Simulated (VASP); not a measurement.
# Ge (I4_1/amd) in VASP: notebook, part 2 of 2

VASP 6.6.1.

## (5) Single point, PBEsol

This run uses another cell than the first one, of the same volume but with other edges.

INCAR reads:

```
SYSTEM = Ge
PREC = Accurate
ENCUT = 520
EDIFF = 1E-6
ISMEAR = 0
SIGMA = 0.15
LREAL = .False.
LASPH = .True.
NELM = 80
ALGO = Normal
ISIF = 2
LWAVE = .False.
LCHARG = .True.
GGA = PS
LELF = .True.
LVHAR = .True.
NBANDS = 21
```

KPOINTS reads:

```
regular mesh
0
Gamma
  16 16 16
  0 0 0
```

POSCAR reads:

```
Ge
1.0
    0.0000000000      2.6619744874      3.1943693849
    2.6619744874      0.0000000000      3.1943693849
    2.6619744874      2.6619744874      0.0000000000
Ge
2
Direct
    0.5000000000      0.5000000000      0.5000000000
    0.7500000000      0.7500000000      0.7500000000
```

Potentials or basis: VASP PAW PBE potentials, release 64 (Ge_d).

The run is started by

```
cat potpaw_PBE.64/Ge_d/POTCAR > POTCAR
mpirun -np 1 vasp_std > vasp.out
```

OUTCAR:

```text
SYSTEM = Ge
   PREC = Accurate
   ENCUT = 520
   EDIFF = 1E-6
   ISMEAR = 0
   LREAL = .False.
   LASPH = .True.
   NELM = 80
   ISIF = 2
   GGA = PS

 ion  position               nearest neighbor table
   1  0.500  0.500  0.500-   2 2.47   2 2.47   2 2.47   2 2.47
   2  0.750  0.750  0.750-   1 2.47   1 2.47   1 2.47   1 2.47

  LATTYP: Found a body centered tetragonal cell.
 ALAT       =     3.7646004228
 C/A-ratio  =     1.6970562749

  Lattice vectors:

[... 766 lines left out ...]

  FORCE on cell =-STRESS in cart. coord.  units (eV):
  Direction    XX          YY          ZZ          XY          YZ          ZX
  --------------------------------------------------------------------------------------
  -------------------------------------------------------------------------------------
  Total        1.5365004      1.5365004     -2.6735852      0.0000000      0.0000000      0.0000000
  in kB       54.3776382     54.3776382    -94.6197311      0.0000000      0.0000000      0.0000000
  external PRESSURE =       4.7118484 kB  Pullay stress =       0.0000000 kB

 VOLUME and BASIS-vectors are now :
 -----------------------------------------------------------------------------
  energy-cutoff  :      520.00
  volume of cell :       45.27
      direct lattice vectors                 reciprocal lattice vectors
     0.000000000  2.661974487  3.194369385    -0.187830500  0.187830500  0.156525417
     2.661974487  0.000000000  3.194369385     0.187830500 -0.187830500  0.156525417
     2.661974487  2.661974487  0.000000000     0.187830500  0.187830500 -0.156525417

 POSITION                                       TOTAL-FORCE (eV/Angst)
 -----------------------------------------------------------------------------------
      2.66197      2.66197      3.19437        -0.000000     -0.000000      0.000000
      3.99296      3.99296      4.79155         0.000000      0.000000      0.000000
 -----------------------------------------------------------------------------------
    total drift:                               -0.000000     -0.000000      0.000000

  FREE ENERGIE OF THE ION-ELECTRON SYSTEM (eV)
  ---------------------------------------------------
  free  energy   TOTEN  =        -9.6192914989 eV

  energy  without entropy=       -9.6155299388  energy(sigma->0) =       -9.61741072
```

OSZICAR:

```text
N       E                     dE             d eps       ncg     rms          rms(c)
DAV:   1     0.192373401897E+03    0.19237E+03   -0.14575E+04 16297   0.363E+03
DAV:   2     0.183267350311E+02   -0.17405E+03   -0.16870E+03 14748   0.621E+02
DAV:   3    -0.883558968514E+01   -0.27162E+02   -0.26985E+02 16813   0.144E+02
DAV:   4    -0.974524177866E+01   -0.90965E+00   -0.90909E+00 16496   0.310E+01
DAV:   5    -0.976011811943E+01   -0.14876E-01   -0.14876E-01 16768   0.439E+00    0.311E+00
DAV:   6    -0.966388068590E+01    0.96237E-01   -0.35375E-02 19718   0.239E+00    0.176E+00
DAV:   7    -0.961830731469E+01    0.45573E-01   -0.56141E-02 15817   0.256E+00    0.140E-01
DAV:   8    -0.961920074348E+01   -0.89343E-03   -0.76987E-03 16231   0.123E+00    0.554E-02
DAV:   9    -0.961928092329E+01   -0.80180E-04   -0.16449E-04 18666   0.152E-01    0.142E-02
DAV:  10    -0.961929054489E+01   -0.96216E-05   -0.17889E-05 17609   0.555E-02    0.433E-03
DAV:  11    -0.961929149886E+01   -0.95398E-06   -0.25572E-06 14082   0.239E-02
   1 F= -.96192915E+01 E0= -.96174107E+01  d E =-.376156E-02
```

stdout:

```text
POSCAR found type information on POSCAR Ge
 POSCAR found :  1 types and       2 ions
 scaLAPACK will be used
 -----------------------------------------------------------------------------
|                                                                             |
|                                                                             |
|     You enforced a specific xc type in the INCAR file but a different       |
|     I HOPE YOU KNOW WHAT YOU ARE DOING!                                     |
|                                                                             |
 -----------------------------------------------------------------------------

 LDA part: xc-table for (Slater+PW92), standard interpolation
 POSCAR, INCAR and KPOINTS ok, starting setup
 FFT: planning ... GRIDC
 FFT: planning ... GRID_SOFT
 FFT: planning ... GRID
 WAVECAR not read
 entering main loop
```

Wall time 4.6 min (1 thread of Intel Xeon 8259CL, shared host); peak memory 0.37 GiB.

What came out:

```yaml
Free_energy: -9.6193 eV
Pressure: 0.5 GPa
Band_gap_on_the_k_mesh: zero (bands 14 and 15 overlap by 1.01 eV)
```

Caveat: the stress differs along the axes, from -9 to 5 GPa; the PAW data sets were made with another functional, which shifts forces and pressure a little.

## (6) Single point, PBEsol

This run uses another cell than the first one, of the same volume but with other edges.

INCAR reads:

```
  ALGO = Normal
  EDIFF = 1E-7
  ENCUT = 520
  GGA = PS
  ISIF = 2
  ISMEAR = 0
  LASPH = T
  LCHARG = F
  LREAL = F
  LWAVE = F
  NBANDS = 21
  NELM = 100
  PREC = Accurate
  SIGMA = 0.15
```

KPOINTS reads:

```
k-points
0
Gamma
  16 16 16
```

POSCAR reads:

```
Ge
1.0
    0.0000000000      3.0730250701      2.3969595547
    3.0730250701      0.0000000000      2.3969595547
    3.0730250701      3.0730250701      0.0000000000
Ge
2
Direct
    0.5000000000      0.5000000000      0.5000000000
    0.7500000000      0.7500000000      0.7500000000
```

Potentials or basis: VASP PAW PBE potentials, release 64 (Ge_d).

The run is started by

```
cat potpaw_PBE.64/Ge_d/POTCAR > POTCAR
mpirun -np 1 vasp_std > vasp.out
```

It took 6.6 min on 1 thread of Intel Xeon 8259CL, shared host; peak memory 0.37 GiB.

Results (log left out):

| Item | Value |
| --- | --- |
| Free energy | -9.6164 eV |
| Pressure | -0.6 GPa |
| Band gap on the k mesh | zero (bands 14 and 15 overlap by 1.61 eV) |

Stress tensor (GPa, compression positive):
```
-3.21  0.00  0.00
 0.00 -3.21  0.00
 0.00  0.00  4.65
```

Levels at points of the mesh, in eV from the Fermi level:
```csv
k point,band 10,band 11,band 12,band 13,band 14,band 15,band 16,band 17,band 18,band 19
"(0.00, 0.00, 0.00)",-24.31,-12.51,-0.30,-0.30,-0.23,1.22,2.27,3.47,3.47,6.63
"(0.50, 0.00, 0.00)",-24.30,-10.35,-7.36,-2.04,-0.42,-0.39,3.19,5.18,8.07,9.13
"(0.50, 0.50, 0.00)",-24.37,-7.91,-7.91,-3.84,-3.84,-0.12,-0.12,9.67,9.67,11.61
"(0.50, 0.00, 0.50)",-24.31,-9.00,-9.00,-2.04,-2.04,1.67,1.67,7.68,7.68,9.40
```

Caveat: the stress differs along the axes, from -3 to 5 GPa; the PAW data sets were made with another functional, which shifts forces and pressure a little.

## (7) Summary

```csv
cell,gap on the mesh (eV),pressure (GPa)
"a = 3.889, b = 3.889, c = 4.491 Å, angles 54.7, 54.7, 70.5°, 2 atoms",none,-1.8
"a = 4.365, b = 4.365, c = 3.564 Å, angles 65.9, 65.9, 48.2°, 2 atoms",none,0.7
"a = 3.919, b = 3.919, c = 4.223 Å, angles 57.4, 57.4, 65.2°, 2 atoms",none,0.2
"a = 4.158, b = 4.158, c = 3.765 Å, angles 63.1, 63.1, 53.8°, 2 atoms",none,0.5
"a = 3.897, b = 3.897, c = 4.346 Å, angles 56.1, 56.1, 67.8°, 2 atoms",none,-0.6
```

Alike in all rows: task single point; level PBEsol; potentials or basis VASP PAW PBE potentials, release 64 (Ge_d); no spin polarisation; k mesh 16 × 16 × 16; cutoff (eV) 520; smearing gaussian 0.15 eV.

Caveats: the PAW data sets were made with another functional, which shifts forces and pressure a little; the stress differs along the axes, from -9 to 5 GPa (at least some runs); the stress differs along the axes, from -4 to 3 GPa (at least some runs); the stress differs along the axes, from -2 to 5 GPa (at least some runs); the stress differs along the axes, from -3 to 5 GPa (at least some runs).

Absolute energies hang on the potentials; compare differences alone.
